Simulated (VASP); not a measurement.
A run of VASP 6.6.1:

Contents of POSCAR:

```
Li2Se
1.0
    0.0000000000      2.9934090204      2.9934090204
    2.9934090204      0.0000000000      2.9934090204
    2.9934090204      2.9934090204      0.0000000000
Li Se
2 1
Direct
    0.2500000000      0.2500000000      0.2500000000
    0.7500000000      0.7500000000      0.7500000000
    0.0000000000      0.0000000000      0.0000000000
```

The input INCAR.step1:

```
SYSTEM = Li2Se
PREC = Accurate ; ENCUT = 830
ISMEAR = 0 ; SIGMA = 0.02
LREAL = .False. ; LASPH = .True.
NELM = 120 ; NBANDS = 13
GGA = PE ; ALGO = Normal
EDIFF = 1E-5 ; LWAVE = .True.
LCHARG = .False. ; GGA_COMPAT = .False.
```

The input INCAR.step2:

```
SYSTEM = Li2Se
PREC = Accurate ; ENCUT = 830
EDIFF = 1E-6 ; ISMEAR = 0
SIGMA = 0.02 ; LREAL = .False.
LASPH = .True. ; NELM = 120
ALGO = Normal ; ISIF = 2
LWAVE = .False. ; LCHARG = .False.
METAGGA = R2SCAN ; LMIXTAU = .True.
NBANDS = 13 ; ISTART = 1
GGA_COMPAT = .False.
```

The input KPOINTS:

```
regular mesh
0
Gamma
  8 8 8
  0 0 0
```

Potentials or basis: VASP PAW PBE potentials, release 64 (Li_sv, Se).

Command:

```sh
$ cat potpaw_PBE.64/Li_sv/POTCAR potpaw_PBE.64/Se/POTCAR > POTCAR
$ cp INCAR.step1 INCAR
$ mpirun -np 1 vasp_std > vasp.out
$ cp INCAR.step2 INCAR
$ mpirun -np 1 vasp_std > vasp.out
```

Hardware: 1 thread of Intel Xeon 8259CL, on a shared host.

Question: How long does it take, and how much memory?

Answer: It took 4.4 min on 1 thread of Intel Xeon 8259CL, with other jobs on the host, peak memory 0.27 GiB. Counts: k points 29.
